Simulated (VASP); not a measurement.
Set up this calculation in VASP 6.6.1, as the native input.

- Task: single point
- Functional: HSE06
- Potentials or basis: VASP PAW PBE potentials, release 64 (Cd, Se)
- Cutoff: 520 eV
- k mesh: 6 × 6 × 6
- Occupations: gaussian, width 0.01 eV
- Spin: no spin polarisation
- Dipole correction: no
- Grid for exact exchange (PRECFOCK): Normal
- Further INCAR settings: ALGO = Normal; EDIFF = 1e-07; NBANDS = 16
- Share of exact exchange: 0.25
- Screening parameter: 0.2079 1/Å

The system is CdSe.

```
Cd Se
1.0
     0.00000    3.06778    3.06778
     3.06778    0.00000    3.06778
     3.06778    3.06778    0.00000
Cd Se
1 1
Direct
  0.00000 0.00000 0.00000
  0.25000 0.25000 0.25000
```

These files were run (other wordings do the same):

POSCAR

```
CdSe
1.0
    0.0000000000      3.0677809642      3.0677809642
    3.0677809642      0.0000000000      3.0677809642
    3.0677809642      3.0677809642      0.0000000000
Cd Se
1 1
Direct
    0.0000000000      0.0000000000      0.0000000000
    0.2500000000      0.2500000000      0.2500000000
```

INCAR.step1

```
SYSTEM = CdSe
  PREC = Accurate
  ENCUT = 520
  EDIFF = 1E-5
  ISMEAR = 0
  SIGMA = 0.01
  LREAL = .FALSE.
  LASPH = .TRUE.
  NELM = 60
  ALGO = Normal
  ISIF = 2
  LWAVE = .TRUE.
  LCHARG = .FALSE.
  NBANDS = 16
  GGA = PE
```

INCAR.step2

```
SYSTEM = CdSe
  PREC = Accurate
  ENCUT = 520
  EDIFF = 1E-7
  ISMEAR = 0
  SIGMA = 0.01
  LREAL = .FALSE.
  LASPH = .TRUE.
  NELM = 60
  ALGO = Normal
  ISIF = 2
  LWAVE = .FALSE.
  LCHARG = .FALSE.
  GGA = PE
  LHFCALC = .TRUE.
  HFSCREEN = 0.2079
  PRECFOCK = Normal
  NBANDS = 16
  ISTART = 1
```

KPOINTS

```
Automatic mesh
0
G
  6 6 6
  0 0 0
```

Potentials or basis: VASP PAW PBE potentials, release 64 (Cd, Se).

Run with:

```console
$ cat potpaw_PBE.64/Cd/POTCAR potpaw_PBE.64/Se/POTCAR > POTCAR
$ cp INCAR.step1 INCAR
$ mpirun -np 1 vasp_std > vasp.out
$ cp INCAR.step2 INCAR
$ mpirun -np 1 vasp_std > vasp.out
```

Results of the run:

| Property | Result |
| --- | --- |
| Pressure | 0.4 GPa |
| Band gap on the k mesh | 1.49 eV |

Caveat: the structure was generated, so it needn't be the stable form of CdSe; the PAW data sets were made with another functional, which shifts forces and pressure a little.

It took 83 min on 1 thread of Intel(R) Xeon(R) Platinum 8124M CPU @ 3.00GHz (Skylake/Cascade Lake) (shared host), peak memory 0.32 GiB.
